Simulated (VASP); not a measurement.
Input of a VASP 6.6.1 run:

The input INCAR:

```
SYSTEM = BaTiO3
PREC = Accurate
ENCUT = 520
EDIFF = 1E-6
ISMEAR = -1
SIGMA = 0.05
LREAL = .False.
LASPH = .True.
NELM = 60
ALGO = Normal
ISIF = 2
LWAVE = .False.
LCHARG = .False.
GGA = PS
NBANDS = 28
```

Contents of KPOINTS:

```
regular mesh
0
Gamma
  7 7 7
  0 0 0
```

The input POSCAR:

```
BaTiO3
1.0
    4.0587165717      0.0000000000      0.0000000000
    0.0000000000      4.0587165717      0.0000000000
    0.0000000000      0.0000000000      4.0587165717
Ba Ti O
1 1 3
Direct
    0.5000000000      0.5000000000      0.5000000000
    0.0000000000      0.0000000000      0.0000000000
    0.0000000000      0.0000000000      0.5000000000
    0.0000000000      0.5000000000      0.0000000000
    0.5000000000      0.0000000000      0.0000000000
```

Potentials or basis: VASP PAW PBE potentials, release 64 (Ba_sv, Ti_sv, O).

Command:

```console
$ cat potpaw_PBE.64/Ba_sv/POTCAR potpaw_PBE.64/Ti_sv/POTCAR potpaw_PBE.64/O/POTCAR > POTCAR
$ mpirun -np 1 vasp_std > vasp.out
```

Question: What does it give for the band gap on the k mesh?

Answer: 1.68 eV, indirect (least direct gap 1.80 eV).

Question: Estimate the pressure.

Answer: -8.8 GPa.

Caveat: the PAW data sets were made with another functional, which shifts forces and pressure a little; spin-orbit coupling is left out, which moves the levels of the heavy elements. Expect the measured gap to be larger: semilocal functionals such as PBEsol lack the derivative discontinuity.
